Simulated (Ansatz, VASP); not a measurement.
**NiPt in VASP and in Ansatz**

```
Ni Pt
1.0
     2.70994    0.00000    0.00000
     0.00000    2.70994    0.00000
     0.00000    0.00000    3.57832
Ni Pt
1 1
Direct
  0.50000 0.50000 0.50000
  0.00000 0.00000 0.00000
```

Alike in both runs: task single point; functional LDA; k mesh 11 × 11 × 8; occupations fermi-dirac, width 0.1 eV; collinear spin.

|  | VASP | Ansatz |
| --- | --- | --- |
| version | VASP 6.6.1 | Ansatz 0.2.0 |
| potentials or method | VASP PAW LDA potentials, release 64 (Ni, Pt) | PAW with Ansatz's default frozen-core files, scalar-relativistic |
| plane-wave cutoff (eV) | 520 | 420 |
| valence electrons in the cell | 20 | 36 |

```csv
,VASP,Ansatz,Ansatz less VASP
pressure (GPa),-12.4,-12.4,+0.02
"traceless stress, the component that is largest in VASP (GPa)",0.59,0.91,+0.316
net moment per atom (μB),0.16,0.31,+0.151
size of the moment on the site where the two differ most (μB),0.22,0.44,+0.223
```

The net moments are unlike, so the other rows may belong to different states. LDA's correlation is that of Perdew and Zunger in VASP and of Perdew and Wang (1992) in Ansatz. Site moments also hang on the region over which each program counts them. VASP's potentials hold 20 valence electrons a cell and Ansatz's 36, so a difference there can come from the potentials and not from the codes.

Neither program's run includes spin-orbit coupling.
